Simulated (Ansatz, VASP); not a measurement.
GaAs3 in VASP and in Ansatz

```
Ga As
1.0
     4.88644    0.00000    0.00000
    -2.44322    4.23178    0.00000
     0.00000    0.00000    4.84170
Ga As
1 3
Direct
  0.00000 0.00000 0.00000
  0.33333 0.66667 0.00000
  0.66667 0.33333 0.00000
  0.00000 0.00000 0.50000
```

Alike in both runs: functional PBE; k mesh 5 × 5 × 3; occupations gaussian, width 0.2 eV; no spin polarisation.

Ansatz relaxed the structure, and its values are those at the end. VASP's run is a single point on that final structure, the one shown.

|  | VASP | Ansatz |
| --- | --- | --- |
| version | VASP 6.6.1 | Ansatz 0.2.0 |
| potentials or method | VASP PAW PBE potentials, release 64 (Ga_d, As), cutoff 500 eV | scalar-relativistic, plane waves, PAW |
| valence electrons in the cell | 28 | 58 |

|  | VASP | Ansatz | Ansatz less VASP |
| --- | --- | --- | --- |
| gap on the k mesh at the Fermi level (eV) | none | none | - |
| pressure (GPa) | 0.0 | -0.1 | -0.06 |

A gap of «none» marks a metal or a gap that the smearing closes. With one functional, cell and mesh, what is left measures potentials, basis and numerics. VASP's potentials hold 28 valence electrons a cell and Ansatz's 58, so a difference there can come from the potentials and not from the codes.

The k mesh is coarse, so the values compare programs but aren't converged.
